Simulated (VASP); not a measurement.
Runs of VASP 6.6.1 on As. The structure is that of space group Im-3m (No. 229), or close to it. The cells are those of the table. 

| task | cell | k mesh for the DOS | occupations for the DOS | gap on the mesh (eV) | pressure (GPa) |
| --- | --- | --- | --- | --- | --- |
| single point | a = 2.592 Å, angles 109.5°, 1 atom | - | - | none | 53.1 |
| single point | a = 2.702 Å, angles 109.5°, 1 atom | - | - | none | (a) |
| single point | a = 2.471 Å, angles 109.5°, 1 atom | - | - | none | (b) |
| single point | a = 2.337 Å, angles 109.5°, 1 atom | - | - | none | 215.9 |
| single point | a = 2.853 Å, angles 109.5°, 1 atom | - | - | none | 0.3 |
| single point | a = 2.804 Å, angles 109.5°, 1 atom | - | - | none | 6.1 |

Alike in all rows: level LDA; potentials or basis VASP PAW LDA potentials, release 64 (As); no spin polarisation; k mesh 18 × 18 × 18; cutoff (eV) 520; smearing fermi-dirac 0.08 eV.

Problem. Fill in the values left out.

Solution. (a) 23.2; (b) 107.6.

A k mesh can miss the band edges, and the runs leave out spin-orbit coupling on As.

A gap of «none» marks levels without a gap at the run's occupations.
